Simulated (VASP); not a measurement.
Wanted: the native input for a VASP 6.6.1 run.

- Task: single point
- Functional: PBE
- Potentials or basis: VASP PAW PBE potentials, release 64 (Zn, Se)
- Cutoff: 520 eV
- k mesh: 8 × 8 × 8
- Occupations: gaussian, width 0.05 eV
- Spin: no spin polarisation
- Dipole correction: no
- Further INCAR settings: ALGO = Normal; EDIFF = 1e-06; NBANDS = 16

The structure of ZnSe lies in POSCAR:

```
ZnSe
1.0
    0.0000000000      2.6366465291      2.9805569459
    2.6366465291      0.0000000000      2.9805569459
    2.6366465291      2.6366465291      0.0000000000
Zn Se
1 1
Direct
    0.0000000000      0.0000000000      0.0000000000
    0.7500000000      0.7500000000      0.7500000000
```

This cell differs from its parent crystal: strain -0.080 along x and y, +0.040 along z.

These files were run (other wordings do the same):

INCAR

```
PREC = Accurate
ENCUT = 520
EDIFF = 1E-6
ISMEAR = 0
SIGMA = 0.05
LREAL = F
LASPH = T
NELM = 60
ALGO = Normal
ISIF = 2
LWAVE = F
LCHARG = T
GGA = PE
LELF = T
LVHAR = T
NBANDS = 16
```

KPOINTS

```
Automatic mesh
0
Gamma
  8 8 8
```

Potentials or basis: VASP PAW PBE potentials, release 64 (Zn, Se).

Command:

```sh
$ cat potpaw_PBE.64/Zn/POTCAR potpaw_PBE.64/Se/POTCAR > POTCAR
$ mpirun -np 1 vasp_std > vasp.out
```

It gave:

* Pressure: 9.6 GPa
* Band gap on the k mesh: 1.41 eV, direct

Caveat: the cell differs from its parent crystal (strain -0.080 along x and y, +0.040 along z).

Run time: 31 s on 1 thread of Intel(R) Xeon(R) Platinum 8488C (Sapphire Rapids), with other jobs on the host, peak memory 0.19 GiB.
